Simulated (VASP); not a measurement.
SnH3:

```xyz
8
Lattice="2.4872 4.3080 0.0000 -2.4872 4.3080 0.0000 0.0000 -2.8720 4.3990" Properties=species:S:1:pos:R:3 pbc="T T T"
Sn    0.0000    0.0000    0.0000
Sn    0.0000    2.8720    2.1995
H     0.6367    4.3080    3.2992
H    -1.5620    2.7054    3.2992
H     0.9253    1.6026    3.2992
H    -0.6367    1.4360    1.0997
H     1.5620    3.0386    1.0997
H    -0.9253    4.1414    1.0997
```

- Program: VASP 6.6.1
- Task: relaxation of cell and atoms
- Functional: PBE
- Potentials or basis: VASP PAW PBE potentials, release 64 (Sn_d, H)
- Cutoff: 600 eV
- k mesh: 5 × 5 × 5
- Occupations: fermi-dirac, width 0.0351 eV
- Spin: no spin polarisation

At the start: pressure 8.4 GPa; volume 11.78 Å³/atom.

Problem. Where does the relaxation end?

Solution. Over 21 steps the energy falls by 90.2 meV/atom and the volume is 15.54 Å³/atom (+31.8 %); space group R-3c (No. 167, to 0.05 Å).

The path:
| step | energy change (eV) | largest force (eV/Å) | pressure (GPa) | volume (Å³) |
| --- | --- | --- | --- | --- |
| 1 | 0.0000 | 0.0950 | 8.45 | 94.27 |
| 2 | -0.2930 | 0.1304 | 2.37 | 103.00 |
| 3 | -0.3252 | 0.2378 | -0.39 | 108.37 |
| 4 | -0.3262 | 0.2239 | -0.02 | 107.61 |
| 5 | -0.3478 | 0.2141 | -0.09 | 108.05 |
| 6 | -0.4037 | 0.1865 | -0.16 | 109.32 |
| 7 | -0.4747 | 0.1378 | -0.54 | 111.77 |
| 8 | -0.4258 | 0.0639 | -1.91 | 116.27 |
| 9 | -0.4865 | 0.1170 | -0.85 | 113.00 |
| 10 | -0.5009 | 0.0315 | 1.48 | 109.22 |
| 11 | -0.5047 | 0.0581 | 0.69 | 110.40 |
| 12 | -0.5271 | 0.0571 | 0.68 | 111.83 |
| 13 | -0.5913 | 0.0579 | 0.47 | 116.10 |
| 14 | -0.6862 | 0.0541 | -0.66 | 124.52 |
| 15 | -0.3079 | 0.1419 | -4.85 | 140.57 |
| 16 | -0.7003 | 0.0397 | -0.74 | 125.59 |
| 17 | -0.7023 | 0.0362 | -0.96 | 126.50 |
| 18 | -0.7145 | 0.0240 | -0.60 | 125.75 |
| 19 | -0.7209 | 0.0108 | -0.23 | 124.84 |
| 20 | -0.7212 | 0.0080 | -0.13 | 124.62 |
| 21 | -0.7217 | 0.0084 | -0.03 | 124.28 |

Final structure:
```
Sn H
1.0
     2.80909    4.86548    0.00000
    -2.80909    4.86548    0.00000
     0.00000   -3.24365    4.54664
Sn H
2 6
Direct
  0.00000 0.00000 0.00000
  0.50000 0.50000 0.50000
  0.75536 0.74464 0.75000
  0.25000 0.75536 0.75000
  0.74464 0.25000 0.75000
  0.24464 0.25536 0.25000
  0.75000 0.24464 0.25000
  0.25536 0.75000 0.25000
```

Caveat: the volume moved by over 15 % at a fixed basis, so the end points are rough.
